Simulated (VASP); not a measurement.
Crystal: Li2H.

```
CELL_PARAMETERS angstrom
3.37554 0.00000 0.00000
-1.68777 2.92330 0.00000
0.00000 0.00000 5.23209
ATOMIC_POSITIONS crystal
Li 0.00000 0.00000 0.75000
Li 0.00000 0.00000 0.25000
H 0.33333 0.66667 0.00000
```

This cell differs from its parent crystal: atoms taken out.

- Program: VASP 6.6.1
- Task: relaxation of cell and atoms
- Functional: PBE
- Potentials or basis: VASP PAW PBE potentials, release 64 (Li_sv, H)
- Cutoff: 600 eV
- k mesh: 6 × 6 × 4
- Occupations: gaussian, width 0.1 eV
- Spin: no spin polarisation

At the start: pressure -4.4 GPa; volume 17.21 Å³/atom.

Q: How do energy, volume and symmetry change on relaxing?

A: Over 11 steps the energy falls by 201.8 meV/atom and the volume is 11.74 Å³/atom (-31.8 %); space group P-6m2 (No. 187, to 0.1 Å) before and after.

Step by step:
```tsv
step	energy change (eV)	largest force (eV/Å)	pressure (GPa)	volume (Å³)
1	0.0000	0.3124	-4.37	51.63
2	-0.2565	0.2562	-4.30	48.13
3	-0.4877	0.2028	-3.63	43.36
4	-0.3143	0.1795	1.44	34.09
5	-0.5403	0.1768	-2.80	40.63
6	-0.5419	0.1751	-2.64	40.22
7	-0.5852	0.0365	-1.56	37.86
8	-0.6010	0.1105	-0.35	35.83
9	-0.6013	0.1347	-0.14	35.53
10	-0.6043	0.0741	-0.11	35.38
11	-0.6054	0.0056	-0.07	35.21
```

Final structure:
```
Li H
1.0
     2.79452    0.00000    0.00000
    -1.39726    2.42013    0.00000
     0.00000    0.00000    5.20630
Li H
2 1
Direct
  0.00000 0.00000 0.76080
  0.00000 0.00000 0.23920
  0.33333 0.66667 0.00000
```

Caveat: the cell differs from its parent crystal (atoms taken out); the cutoff is under 1.25 times the usual one of these potentials, so pressure, stress and relaxed cells hold a basis-set (Pulay) error; the volume moved by over 15 % at a fixed basis, so the end points are rough.
